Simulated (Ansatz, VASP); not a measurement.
SrCl2 in VASP and in Ansatz

File INCAR:

```
SYSTEM = SrCl2
PREC = Accurate
ENCUT = 520
EDIFF = 1E-6
ISMEAR = -1
SIGMA = 0.02
LREAL = .FALSE.
LASPH = .TRUE.
NELM = 100
ALGO = Normal
ISIF = 2
LWAVE = .FALSE.
LCHARG = .FALSE.
GGA = PE
NBANDS = 19
```

File KPOINTS:

```
Automatic mesh
0
G
  6 6 6
  0 0 0
```

Contents of POSCAR:

```
SrCl2
1.0
    2.5051188968      1.4463310694      4.0153159317
   -2.5051188968      1.4463310694      4.0153159317
    0.0000000000     -2.8926621389      4.0153159316
Sr Cl
1 2
Direct
    0.0000000000      0.0000000000      0.0000000000
    0.2510276427      0.2510276427      0.2510276427
    0.7489723573      0.7489723573      0.7489723573
```

Input for Ansatz:

```yaml
crystal:
  lattice:
    - [2.5051188968, 1.4463310694, 4.0153159317]
    - [-2.5051188968, 1.4463310694, 4.0153159317]
    - [0.0, -2.8926621389, 4.0153159316]
  atoms:
    - { symbol: Sr, position: [0.0, 0.0, 0.0] }
    - { symbol: Cl, position: [0.2510276427, 0.2510276427, 0.2510276427] }
    - { symbol: Cl, position: [0.7489723573, 0.7489723573, 0.7489723573] }
kpoints:
  mp_grid: { grid: [6, 6, 6] }
  band_path:
    path:
      - [0.0, 0.0, 0.0]
      - [0.5, 0.5, 0.5]
      - [0.7501454853, 0.2498545147, 0.5]
      - [0.5, -0.2498545147, 0.2498545147]
      - [0.5, 0.0, 0.0]
      - [0.3749272573, -0.3749272573, 0.0]
      - [0.6250727427, 0.0, 0.3749272573]
      - [0.5, 0.0, 0.5]
    npoints: 1
hamiltonian:
  xc: pbe
scf:
  occupations: { method: fermi_dirac, width: 0.02 }
  n_extra_bands: 4
output:
  forces: true
  stress: true
  eigenvalues: true
```

Change from the starting cell: biaxial_xy strain +2.0%.

Alike in both runs: task single point; functional PBE; k mesh 6 × 6 × 6; occupations fermi-dirac, width 0.02 eV; no spin polarisation.

|  | VASP | Ansatz |
| --- | --- | --- |
| version | VASP 6.6.1 | Ansatz 0.2.0 |
| potentials or method | VASP PAW PBE potentials, release 64 (Sr_sv, Cl) | plane waves, PAW |
| plane-wave cutoff (eV) | 520 | 420 |
| valence electrons in the cell | 24 | 24 |

VASP gave:

| Quantity | Value |
| --- | --- |
| gap on the k mesh at the Fermi level (eV) | 5.23 |
| pressure (GPa) | 0.1 |
| traceless stress, the component that is largest in VASP (GPa) | 0.22 |

Problem. Estimate Ansatz's values.

Solution. gap on the k mesh at the Fermi level (eV): 5.24; pressure (GPa): 0.0; traceless stress, the component that is largest in VASP (GPa): 0.21.
